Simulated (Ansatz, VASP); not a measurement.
**Two plane-wave programs on Ge**

```
CELL_PARAMETERS angstrom
3.99697 0.00000 0.00000
-1.99848 3.46148 0.00000
0.00000 0.00000 22.42634
ATOMIC_POSITIONS crystal
Ge 0.33333 0.66667 0.33422
Ge 0.66667 0.33333 0.36909
Ge 0.66667 0.33333 0.48176
Ge 0.33333 0.66667 0.51824
Ge 0.33333 0.66667 0.63091
Ge 0.66667 0.33333 0.66578
```

Alike in both runs: functional PBEsol; k mesh 9 × 9 × 1; occupations gaussian, width 0.1 eV; no spin polarisation.

Ansatz relaxed the structure, and its values are those at the end. VASP's run is a single point on that final structure, the one shown.

```csv
,VASP,Ansatz
version,VASP 6.6.1,Ansatz 0.2.0
potentials or method,"VASP PAW PBE potentials, release 64 (Ge_d), cutoff 520 eV","scalar-relativistic, plane waves, PAW"
valence electrons in the cell,84,84
```

```csv
,VASP,Ansatz,Ansatz less VASP
gap on the k mesh at the Fermi level (eV),none,none,-
rms of the force components (eV/Å),0.010,0.007,-0.0026
```

VASP's potentials were made for PBE, not for PBEsol. A gap of «none» marks a metal or a gap that the smearing closes. Ansatz's warnings: xc potential rough in thin density.
